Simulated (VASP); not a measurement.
Wanted: the native input for a VASP 6.6.1 run.

- Task: single point
- Functional: LDA
- Potentials or basis: VASP PAW LDA potentials, release 64 (Tl_d)
- Cutoff: 520 eV
- k mesh: 15 × 15 × 15
- Occupations: fermi-dirac, width 0.05 eV
- Spin: no spin polarisation
- Dipole correction: no
- Further INCAR settings: ALGO = Normal; EDIFF = 1e-06; NBANDS = 12

The structure of Tl lies in POSCAR:

```
Tl
1.0
   -1.8961139409      1.8961139409      1.8961139409
    1.8961139409     -1.8961139409      1.8961139409
    1.8961139409      1.8961139409     -1.8961139409
Tl
1
Direct
    0.0000000000      0.0000000000      0.0000000000
```

The input as run:

INCAR

```
ALGO     = Normal         # electronic algorithm
EDIFF    = 1E-6           # SCF threshold, eV
ENCUT    = 520            # plane-wave cutoff, eV
ISIF     = 2              # what is computed and relaxed
ISMEAR   = -1             # smearing method
LASPH    = T              # aspherical terms in the spheres
LCHARG   = F              # write CHGCAR
LREAL    = F              # projectors in reciprocal space
LWAVE    = F              # write WAVECAR
NBANDS   = 12             # bands
NELM     = 100            # most SCF steps
PREC     = Accurate       # precision mode
SIGMA    = 0.05           # smearing width, eV
```

KPOINTS

```
k-points
0
Gamma
  15 15 15
```

Potentials or basis: VASP PAW LDA potentials, release 64 (Tl_d).

Run with:

```console
$ cat potpaw_LDA.64/Tl_d/POTCAR > POTCAR
$ mpirun -np 1 vasp_std > vasp.out
```

It gave:

```yaml
Pressure: 0.1 GPa
```

Run time: 14 s on 1 thread of AMD EPYC 7R13 Processor (Zen 3), with other jobs on the host, peak memory 0.12 GiB.
